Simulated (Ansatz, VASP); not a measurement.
One calculation of Sn, two programs

Contents of INCAR:

```
SYSTEM = Sn
PREC = Accurate ; ENCUT = 600
EDIFF = 1E-7 ; ISMEAR = 0
SIGMA = 0.1 ; LREAL = .FALSE.
LASPH = .TRUE. ; NELM = 100
ALGO = Normal ; ISIF = 3
LWAVE = .FALSE. ; LCHARG = .FALSE.
GGA = PS ; IBRION = 2
NSW = 100 ; EDIFFG = -0.01
```

Contents of KPOINTS:

```
regular mesh
0
G
  20 20 20
  0 0 0
```

File POSCAR:

```
Sn
1.0
   -1.8946518192      1.8946518192      1.8946518192
    1.8946518192     -1.8946518192      1.8946518192
    1.8946518192      1.8946518192     -1.8946518192
Sn
1
Direct
    0.0000000000      0.0000000000      0.0000000000
```

Input for Ansatz:

```yaml
crystal:
  lattice:
    - [-1.8946518192, 1.8946518192, 1.8946518192]
    - [1.8946518192, -1.8946518192, 1.8946518192]
    - [1.8946518192, 1.8946518192, -1.8946518192]
  atoms:
    - { symbol: Sn, position: [0.0, 0.0, 0.0] }
basis:
  ecutwfc: 420
kpoints:
  mp_grid: { grid: [20, 20, 20] }
hamiltonian:
  xc: pbesol
scf:
  occupations: { method: gaussian, width: 0.1 }
output:
  forces: true
  stress: true
  eigenvalues: true
relax:
  adjacent_minimum: "off"
  f_tol: 0.01
  max_steps: 80
  cell: { stress_tol: 0.05 }
```

Alike in both runs: task relaxation of cell and atoms; functional PBEsol; k mesh 20 × 20 × 20; occupations gaussian, width 0.1 eV; no spin polarisation.

```csv
,VASP,Ansatz
version,VASP 6.6.1,Ansatz 0.2.0
potentials or method,"VASP PAW PBE potentials, release 64 (Sn_d), cutoff 600 eV","scalar-relativistic, plane waves, PAW"
valence electrons in the cell,14,14
```

|  | VASP | Ansatz | Ansatz less VASP |
| --- | --- | --- | --- |
| gap on the k mesh at the Fermi level, each at its own relaxed structure (eV) | none | none | - |
| relaxed volume (Å³/atom) | 26.04 | 26.05 | +0.010 |
| relaxed cell length with the largest relative difference (Å) | 3.234 | 3.234 | +0.0004 |

VASP's potentials were made for PBE, not for PBEsol. A gap of «none» marks a metal or a gap that the smearing closes.
